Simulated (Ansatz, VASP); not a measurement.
**One calculation of Ta2Si, two programs**

```xyz
6
Lattice="-3.0684 3.0684 2.5199 3.0684 -3.0684 2.5199 3.0684 3.0684 -2.5199" Properties=species:S:1:pos:R:3 pbc="T T T"
Ta    2.0677    1.0007    2.5199
Ta   -1.0007    2.0677    2.5199
Ta    1.0007    2.0677    0.0000
Ta    4.0691    1.0007    0.0000
Si    0.0000    0.0000    1.2599
Si    0.0000    0.0000    3.7798
```

Alike in both runs: functional PBEsol; k mesh 10 × 10 × 10; occupations gaussian, width 0.1 eV; no spin polarisation.

Ansatz relaxed the structure, and its values are those at the end. VASP's run is a single point on that final structure, the one shown.

|  | VASP | Ansatz |
| --- | --- | --- |
| version | VASP 6.6.1 | Ansatz 0.2.0 |
| potentials or method | VASP PAW PBE potentials, release 64 (Ta_pv, Si), cutoff 520 eV | scalar-relativistic, plane waves, PAW |
| valence electrons in the cell | 52 | 60 |

```tsv
	VASP	Ansatz	Ansatz less VASP
gap on the k mesh at the Fermi level (eV)	none	none	-
pressure (GPa)	0.3	0.0	-0.28
```

VASP's potentials were made for PBE, not for PBEsol. A gap of «none» marks a metal or a gap that the smearing closes. VASP's potentials hold 52 valence electrons a cell and Ansatz's 60, so a difference there can come from the potentials and not from the codes.

Spin-orbit coupling is off throughout.
